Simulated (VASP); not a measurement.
Input of a VASP 6.6.1 run:

Contents of INCAR:

```
PREC = Accurate
ENCUT = 520
EDIFF = 1E-6
ISMEAR = 0
SIGMA = 0.1
LREAL = False
LASPH = True
NELM = 100
ALGO = Normal
ISIF = 2
LWAVE = False
LCHARG = False
LDIPOL = True
IDIPOL = 3
DIPOL = 0.5 0.5 0.351
GGA = PE
NBANDS = 25
```

File KPOINTS:

```
regular mesh
0
Gamma
  10 10 1
```

File POSCAR:

```
Ir3F
1.0
    2.7367600872      0.0000000000      0.0000000000
    0.0000000000      2.7367600872      0.0000000000
    0.0000000000      0.0000000000     19.1883373424
Ir F
3 1
Direct
    0.5000000000      0.5000000000      0.2084599582
    0.0000000000      0.0000000000      0.3045662607
    0.5000000000      0.5000000000      0.4006776202
    0.6666666667      0.8333333333      0.4891160985
```

Potentials or basis: VASP PAW PBE potentials, release 64 (Ir, F).

Launch:

```console
$ cat potpaw_PBE.64/Ir/POTCAR potpaw_PBE.64/F/POTCAR > POTCAR
$ mpirun -np 1 vasp_std > vasp.out
```

(1) Predict the largest force.

(2) Estimate the band gap on the k mesh.

## Answers

(1) 0.519 eV/Å.

(2) zero (band 17 reaches -0.17 eV, above the bottom of band 18 at -1.94 eV).

Caveat: spin-orbit coupling is left out, which moves the levels of the heavy elements.
